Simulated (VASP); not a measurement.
B5Pt:

```
B Pt
1.0
     4.37756    0.00000    0.00000
    -2.18878    3.79108    0.00000
     0.00000    0.00000    4.02302
B Pt
5 1
Direct
  0.66667 0.33333 0.50000
  0.31656 0.00000 0.00000
  0.68344 0.68344 0.00000
  0.00000 0.31656 0.00000
  0.33333 0.66667 0.50000
  0.00000 0.00000 0.50000
```

```yaml
Program: VASP 6.6.1
Task: relaxation of cell and atoms
Functional: PBE
Potentials_or_basis: VASP PAW PBE potentials, release 64 (B, Pt)
Cutoff: 600 eV
k_mesh: 6 × 6 × 4
Occupations: gaussian, width 0.1 eV
Spin: no spin polarisation
```

At the start: pressure -30.7 GPa; volume 11.13 Å³/atom.

**Question.** How do energy, volume and symmetry change on relaxing?

**Answer.** Over 59 steps the energy falls by 727.2 meV/atom and the volume is 8.79 Å³/atom (-21.0 %); space group P-62m (No. 189, to 0.05 Å).

The path:
| step | energy change (eV) | largest force (eV/Å) | pressure (GPa) | volume (Å³) |
| --- | --- | --- | --- | --- |
| 1 | 0.0000 | 0.0147 | -30.66 | 66.76 |
| 3 | -1.9266 | 1.1838 | 0.22 | 51.08 |
| 5 | -2.2221 | 0.3660 | 6.80 | 48.71 |
| 7 | -2.2773 | 0.2671 | -2.22 | 50.57 |
| 9 | -2.4448 | 0.1981 | -3.35 | 50.10 |
| 11 | -3.1136 | 0.1643 | 6.30 | 47.14 |
| 13 | -3.1864 | 0.2255 | 7.56 | 46.98 |
| 15 | -3.3311 | 0.2600 | 12.46 | 46.46 |
| 17 | -3.4460 | 0.1084 | 18.85 | 45.75 |
| 19 | -3.4480 | 0.1884 | 20.97 | 45.63 |
| 21 | -3.4590 | 0.5964 | 22.76 | 45.83 |
| 23 | -3.4770 | 0.4491 | 21.46 | 45.86 |
| 25 | -3.5852 | 0.4028 | 16.42 | 46.73 |
| 27 | -3.7718 | 0.2832 | -0.51 | 50.30 |
| 29 | -3.7836 | 0.2405 | -1.34 | 50.56 |
| 31 | -3.8578 | 0.0912 | -0.37 | 50.58 |
| 33 | -3.9756 | 1.0244 | 6.72 | 50.11 |
| 35 | -3.9563 | 1.1219 | 8.37 | 49.96 |
| 37 | -3.9826 | 1.0928 | 6.90 | 50.24 |
| 39 | -4.0280 | 1.1264 | 4.48 | 50.93 |
| 41 | -4.1801 | 0.8700 | -3.55 | 52.82 |
| 43 | -4.2060 | 0.6689 | -7.61 | 53.96 |
| 45 | -4.3244 | 0.0467 | -1.41 | 52.74 |
| 47 | -4.3308 | 0.0384 | -0.52 | 52.53 |
| 49 | -4.3441 | 0.1037 | 0.58 | 52.33 |
| 51 | -4.3510 | 0.2076 | -1.58 | 52.93 |
| 53 | -4.3562 | 0.2123 | -1.05 | 52.96 |
| 55 | -4.3588 | 0.1770 | -0.41 | 52.84 |
| 57 | -4.3616 | 0.0789 | 1.05 | 52.52 |
| 59 | -4.3635 | 0.0150 | 0.10 | 52.76 |

Final structure:
```
CELL_PARAMETERS angstrom
5.05026 0.00000 0.00000
-2.52513 4.37365 0.00000
0.00000 0.00000 2.38871
ATOMIC_POSITIONS crystal
B 0.66667 0.33333 0.50000
B 0.62323 0.00000 0.00000
B 0.37677 0.37677 0.00000
B 0.00000 0.62323 0.00000
B 0.33333 0.66667 0.50000
Pt 0.00000 0.00000 0.50000
```

Caveat: the k points lie up to 0.66 Å⁻¹ apart in the final cell; the volume moved by over 15 % at a fixed basis, so the end points are rough.
